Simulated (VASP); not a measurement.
# Na (P6_3/mmc) in VASP: further runs

Na is run at these levels: PBEsol; tasks: single point.

All numbers are computed with VASP 6.6.1; they aren't measurements. Logs are shortened: lines on timing, memory, paths and dates and some standing lists are left out, and cuts for length are marked.

### 1 The cell of the first run

The structure is hexagonal, space group P6_3/mmc (No. 194). Conventional cell: a = 2.937 Å, b = 2.937 Å, c = 4.854 Å, α = 90.00°, β = 90.00°, γ = 120.00°. Na (site symmetry -6m2) has 12 Na at 2.94 to 2.96 Å within 3.9 Å.

This isn't the form of Na at room conditions, which is bcc.

### 2 Single point, PBEsol

INCAR reads:

```
SYSTEM = Na
PREC     = Accurate       ! precision mode
ENCUT    = 520            ! plane-wave cutoff, eV
EDIFF    = 1E-6           ! SCF threshold, eV
ISMEAR   = -1             ! smearing method
SIGMA    = 0.1            ! smearing width, eV
LREAL    = .False.        ! projectors in reciprocal space
LASPH    = .True.         ! aspherical terms in the spheres
NELM     = 100            ! most SCF steps
ALGO     = Normal         ! electronic algorithm
ISIF     = 2              ! what is computed and relaxed
LWAVE    = .False.        ! write WAVECAR
LCHARG   = .False.        ! write CHGCAR
GGA      = PS             ! functional
NBANDS   = 14             ! bands
```

KPOINTS reads:

```
Automatic mesh
0
Gamma
  13 13 7
  0 0 0
```

POSCAR reads:

```
Na
1.0
    2.9366894243      0.0000000000      0.0000000000
   -1.4683447121      2.5432476444      0.0000000000
    0.0000000000      0.0000000000      4.8543653107
Na
2
Direct
    0.3333333333      0.6666666667      0.2500000000
    0.6666666667      0.3333333333      0.7500000000
```

Potentials or basis: VASP PAW PBE potentials, release 64 (Na_pv).

On the command line:

```sh
$ cat potpaw_PBE.64/Na_pv/POTCAR > POTCAR
$ mpirun -np 1 vasp_std > vasp.out
```

OUTCAR:

```text
SYSTEM = Na
   PREC = Accurate
   ENCUT = 520
   EDIFF = 1E-6
   ISMEAR = -1
   LREAL = .False.
   LASPH = .True.
   NELM = 100
   ISIF = 2
   GGA = PS

 ion  position               nearest neighbor table
   1  0.333  0.667  0.250-
   2  0.667  0.333  0.750-

  LATTYP: Found a hexagonal cell.
 ALAT       =     2.9366894243
 C/A-ratio  =     1.6530060246

  Lattice vectors:

 A1 = (   2.9366894243,   0.0000000000,   0.0000000000)
 A2 = (  -1.4683447121,   2.5432476444,   0.0000000000)
 A3 = (   0.0000000000,   0.0000000000,   4.8543653107)

Analysis of symmetry for initial positions (statically):
=====================================================================
 Subroutine PRICEL returns:
 Original cell was already a primitive cell.

 Routine SETGRP: Setting up the symmetry group for a
 hexagonal supercell.

 Subroutine GETGRP returns: Found 24 space group operations
 (whereof 12 operations were pure point group operations)
 out of a pool of 24 trial point group operations.

The static configuration has the point symmetry D_3d.
 The point group associated with its full space group is D_6h.

Analysis of symmetry for dynamics (positions and initial velocities):
=====================================================================
 Subroutine PRICEL returns:
 Original cell was already a primitive cell.

 Routine SETGRP: Setting up the symmetry group for a
 hexagonal supercell.

 Subroutine GETGRP returns: Found 24 space group operations
 (whereof 12 operations were pure point group operations)
 out of a pool of 24 trial point group operations.

The dynamic configuration has the point symmetry D_3d.
 The point group associated with its full space group is D_6h.

 Subroutine INISYM returns: Found 24 space group operations
 (whereof 12 operations are pure point group operations),
 and found     1 'primitive' translations

----------------------------------------------------------------------------------------

                                     Primitive cell

  volume of cell :      36.2559

  direct lattice vectors                    reciprocal lattice vectors
     2.936689424  0.000000000  0.000000000     0.340519495  0.196599022  0.000000000
    -1.468344712  2.543247644  0.000000000     0.000000000  0.393198044  0.000000000
     0.000000000  0.000000000  4.854365311     0.000000000  0.000000000  0.206000154

  length of vectors
     2.936689424  2.936689424  4.854365311     0.393198044  0.393198044  0.206000154

  position of ions in fractional coordinates (direct lattice)
     0.333333333  0.666666667  0.250000000
     0.666666667  0.333333333  0.750000000

  ion indices of the primitive-cell ions
   primitive index   ion index
                 1           1
                 2           2

----------------------------------------------------------------------------------------

 KPOINTS: Automatic mesh

Automatic generation of k-mesh.
 Grid dimensions read from file:
 generate k-points for:   13   13    7

 Generating k-lattice:

  Cartesian coordinates                     Fractional coordinates (reciprocal lattice)
     0.026193807  0.015123002  0.000000000     0.076923077  0.000000000  0.000000000
     0.000000000  0.030246003  0.000000000     0.000000000  0.076923077  0.000000000
     0.000000000  0.000000000  0.029428593     0.000000000  0.000000000  0.142857143

  Length of vectors
     0.030246003  0.030246003  0.029428593

  Shift w.r.t. Gamma in fractional coordinates (k-lattice)
     0.000000000  0.000000000  0.000000000

 Subroutine IBZKPT returns following result:
 ===========================================

 Found     84 irreducible k-points:

 Following reciprocal coordinates:
            Coordinates               Weight
  0.000000  0.000000  0.000000      1.000000
  0.076923  0.000000  0.000000      6.000000
  0.153846  0.000000  0.000000      6.000000
  0.230769  0.000000  0.000000      6.000000
  0.307692  0.000000  0.000000      6.000000
  0.384615  0.000000  0.000000      6.000000
[... 16 lines left out ...]
  0.076923  0.000000  0.142857     12.000000
  0.153846  0.000000  0.142857     12.000000
 [... further k-points ...]
   k-points           NKPTS =     84   k-points in BZ     NKDIM =     84   number of bands    NBANDS=     14
   number of dos      NEDOS =    301   number of ions     NIONS =      2
   total plane-waves  NPLWV =  20736
   dimension x,y,z NGX =    24 NGY =   24 NGZ =   36
   dimension x,y,z NGXF=    48 NGYF=   48 NGZF=   72
   ions per type =               2
   NGX,Y,Z   is equivalent  to a cutoff of  13.59, 13.59, 12.33 a.u.
   NGXF,Y,Z  is equivalent  to a cutoff of  27.17, 27.17, 24.66 a.u.
 SYSTEM =  Na
   PREC   = accura    normal or accurate (medium, high low for compatibility)
   ISTART =      0    job   : 0-new  1-cont  2-samecut
   ICHARG =      2    charge: 1-file 2-atom 10-const
   ISPIN  =      1    spin polarized calculation?
   LNONCOLLINEAR =      F non collinear calculations
   LSORBIT =      F    spin-orbit coupling
   LASPH  =      T    aspherical Exc in radial PAW
   ENCUT  =  520.0 eV  38.22 Ry    6.18 a.u.   5.46  5.46  9.03*2*pi/ulx,y,z
   NELM   =    100;   NELMIN=  2; NELMDL= -5     # of ELM steps
   EDIFF  = 0.1E-05   stopping-criterion for ELM
   LREAL  =      F    real-space projection
   EDIFFG = 0.1E-04   stopping-criterion for IOM
   NSW    =      0    number of steps for IOM
   IBRION =     -1    ionic relax: 0-MD 1-quasi-New 2-CG
   NFREE  =      0    steps in history (QN), initial steepest desc. (CG)
   ISIF   =      2    stress and relaxation
   ISYM   =      2    0-nonsym 1-usesym 2-fastsym
   POTIM  = 0.5000    time-step for ionic-motion
   TEBEG  =    0.0;   TEEND  =   0.0 temperature during run
   PSTRESS=    0.0 pullay stress
   NELECT =      14.0000    total number of electrons
   NUPDOWN=      -1.0000    fix difference up-down
   EMIN   =  10.00;   EMAX   =-10.00  energy-range for DOS
   EFERMI =   0.00;   METHOD = LEGACY
   ISMEAR =    -1;   SIGMA  =   0.10  broadening in eV -4-tet -1-fermi 0-gaus
   EFERMI_NEDOS =   21; number of points for ismear=-14 and -15
   IALGO  =     38    algorithm
   IMIX   =      4    mixing-type and parameters
     AMIX     =   0.40;   BMIX     =  1.00
     AMIX_MAG =   1.60;   BMIX_MAG =  1.00
  volume/ion in A,a.u.               =      18.13       122.33
  Fermi-wavevector in a.u.,A,eV,Ry     =   1.192132  2.252803 19.336321  1.421180
  Thomas-Fermi vector in A             =   2.328178
   LORBIT       =      0    0 simple, 1 ext, 2 COOP (PROOUT), +10 PAW based schemes
   GGA     = PS    functional components
   LHFCALC =     F    Hartree Fock is set to
   AEXX    =    0.0000 exact exchange contribution
   IVDW    =     0    specifies the selected vdW correction
   LEPSILON=     F    determine dielectric tensor
   LRPA    =     F    only Hartree local field effects (RPA)
 non-spin polarized calculation
  energy-cutoff  :      520.00
  volume of cell :       36.26
 maximum number of plane-waves:       997
 NGX is ok and might be reduce to    24
   NGX = 11   NGY = 11   NGZ = 19

 number of electron      13.9999998 magnetization

 Free energy of the ion-electron system (eV)
  ---------------------------------------------------
  ext. energy  EPLUGINS =         0.00000000
  ---------------------------------------------------
  free energy    TOTEN  =        -1.50796449 eV

  energy without entropy =       -1.48641619  energy(sigma->0) =       -1.49719034

 E-fermi :   3.4301     XC(G=0):  -8.7728

 val. band max:        3.3962004748   @ k =   0.1538   0.0000   0.1429
 cond. band min:       3.5063049053   @ k =   0.3846   0.1538   0.0000
 fundamental gap:      0.1101044305
 Fermi energy:         3.4300820956

 k-point     1 :       0.0000    0.0000    0.0000
  band No.  band energies     occupation
      1     -21.6824      2.00000
      2     -21.3669      2.00000
      3     -21.3669      2.00000
      4     -21.3304      2.00000
      5     -21.3279      2.00000
      6     -21.3279      2.00000
      7      -1.7575      2.00000
      8       4.0252      0.00519
      9       5.0862      0.00000
     10      18.1180      0.00000
     11      18.1180      0.00000
     12      18.5062      0.00000
     13      19.6045      0.00000
     14      19.6045      0.00000

 k-point     2 :       0.0769    0.0000    0.0000
  band No.  band energies     occupation
      1     -21.6748      2.00000
      2     -21.3830      2.00000
      3     -21.3718      2.00000
      4     -21.3450      2.00000
      5     -21.3323      2.00000
      6     -21.3301      2.00000
      7      -1.6072      2.00000
      8       4.1310      0.00181
      9       5.2245      0.00000
     10      16.0159      0.00000
     11      17.6282      0.00000
     12      18.2286      0.00000
     13      19.5958      0.00000
     14      20.1747      0.00000

 k-point     3 :       0.1538    0.0000    0.0000
  band No.  band energies     occupation
      1     -21.6532      2.00000
      2     -21.4282      2.00000
      3     -21.3910      2.00000
      4     -21.3847      2.00000
      5     -21.3384      2.00000
      6     -21.3366      2.00000
      7      -1.1621      2.00000
      8       4.4503      0.00007
      9       5.6268      0.00000
     10      13.5469      0.00000
     11      16.5207      0.00000
     12      16.8823      0.00000
     13      18.2125      0.00000
     14      19.9628      0.00000
[... 324 lines left out ...]
 k-point    23 :       0.0769    0.0000    0.1429
  band No.  band energies     occupation
      1     -21.6590      2.00000
      2     -21.3807      2.00000
      3     -21.3697      2.00000
      4     -21.3598      2.00000
      5     -21.3371      2.00000
      6     -21.3322      2.00000
      7      -1.4659      2.00000
      8       3.0301      1.96401
      9       6.5088      0.00000
     10      16.0761      0.00000
     11      17.7009      0.00000
     12      17.7375      0.00000
     13      18.2014      0.00000
     14      19.8992      0.00000

 k-point    24 :       0.1538    0.0000    0.1429
  band No.  band energies     occupation
      1     -21.6403      2.00000
      2     -21.4251      2.00000
      3     -21.4014      2.00000
      4     -21.3823      2.00000
      5     -21.3452      2.00000
      6     -21.3390      2.00000
      7      -1.0234      2.00000
      8       3.3962      1.16781
      9       6.8589      0.00000
     10      13.6480      0.00000
     11      16.2424      0.00000
     12      16.9630      0.00000
     13      17.4231      0.00000
     14      19.4925      0.00000

 [... further k-points ...]

------------------------ aborting loop because EDIFF is reached ----------------------------------------

  FORCE on cell =-STRESS in cart. coord.  units (eV):
  Direction    XX          YY          ZZ          XY          YZ          ZX
  --------------------------------------------------------------------------------------
  -------------------------------------------------------------------------------------
  Total        4.5462083      4.5462083      4.5492220      0.0000000     -0.0000000     -0.0000000
  in kB      200.9003914    200.9003914    201.0335707      0.0000000     -0.0000000     -0.0000000
  external PRESSURE =     200.9447845 kB  Pullay stress =       0.0000000 kB

 VOLUME and BASIS-vectors are now :
 -----------------------------------------------------------------------------
  energy-cutoff  :      520.00
  volume of cell :       36.26
      direct lattice vectors                 reciprocal lattice vectors
     2.936689424  0.000000000  0.000000000     0.340519495  0.196599022  0.000000000
    -1.468344712  2.543247644  0.000000000     0.000000000  0.393198044  0.000000000
     0.000000000  0.000000000  4.854365311     0.000000000  0.000000000  0.206000154

 POSITION                                       TOTAL-FORCE (eV/Angst)
 -----------------------------------------------------------------------------------
     -0.00000      1.69550      1.21359         0.000000     -0.000000     -0.000000
      1.46834      0.84775      3.64077        -0.000000      0.000000      0.000000
 -----------------------------------------------------------------------------------
    total drift:                               -0.000000      0.000000      0.000000

  FREE ENERGIE OF THE ION-ELECTRON SYSTEM (eV)
  ---------------------------------------------------
  free  energy   TOTEN  =        -1.5079644869 eV

  energy  without entropy=       -1.4864161928  energy(sigma->0) =       -1.49719034
```

Wall time 27 s (1 thread of Intel Xeon 8259CL, shared host); peak memory 0.16 GiB.

What came out:

* Free energy: -1.5080 eV
* Pressure: 20.1 GPa
* Band gap on the k mesh: zero (bands 7 and 8 overlap by 5.07 eV)

Levels at points of the mesh, in eV from the Fermi level:
| k point | band 3 | band 4 | band 5 | band 6 | band 7 | band 8 | band 9 | band 10 | band 11 | band 12 |
| --- | --- | --- | --- | --- | --- | --- | --- | --- | --- | --- |
| (0.00, 0.00, 0.00) | -24.80 | -24.76 | -24.76 | -24.76 | -5.19 | 0.60 | 1.66 | 14.69 | 14.69 | 15.08 |

Caveat: the cell stands under pressure; the PAW data sets were made with another functional, which shifts forces and pressure a little.

(Continued in part 2 of 2.)

The gap in the log of VASP goes by the Fermi energy; the results here count the filled bands.